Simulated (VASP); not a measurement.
K, 1 atom in the cell. The structure is tetragonal, space group P4/mmm (No. 123). Conventional cell: a = 4.310 Å, b = 4.310 Å, c = 4.526 Å, α = 90.00°, β = 90.00°, γ = 90.00°. Within 5.7 Å of K (site symmetry 4/mmm) lie 6 K at 4.31 to 4.53 Å.  This cell differs from its parent crystal: strain +0.000 along x and y, +0.050 along z.

- Program: VASP 6.6.1
- Task: single point
- Functional: r2SCAN
- Potentials or basis: VASP PAW PBE potentials, release 64 (K_sv)
- Cutoff: 520 eV
- k mesh: 12 × 12 × 12
- Occupations: gaussian, width 0.15 eV
- Spin: no spin polarisation
- Dipole correction: no
- Further INCAR settings: ALGO = Normal; EDIFF = 1e-06; NBANDS = 10

Potentials or basis: VASP PAW PBE potentials, release 64 (K_sv).

Run with:

```console
$ cat potpaw_PBE.64/K_sv/POTCAR > POTCAR
$ cp INCAR.step1 INCAR
$ mpirun -np 1 vasp_std > vasp.out
$ cp INCAR.step2 INCAR
$ mpirun -np 1 vasp_std > vasp.out
```

Hardware: 1 thread of AMD EPYC 9R45 96-Core Processor (Zen 5) (shared host).

**Question.** How long does it take, and how much memory?

**Answer.** Wall time 6 min on 1 thread of AMD EPYC 9R45 96-Core Processor (Zen 5), on a shared host, peak memory 0.27 GiB. Counts: k points 196.
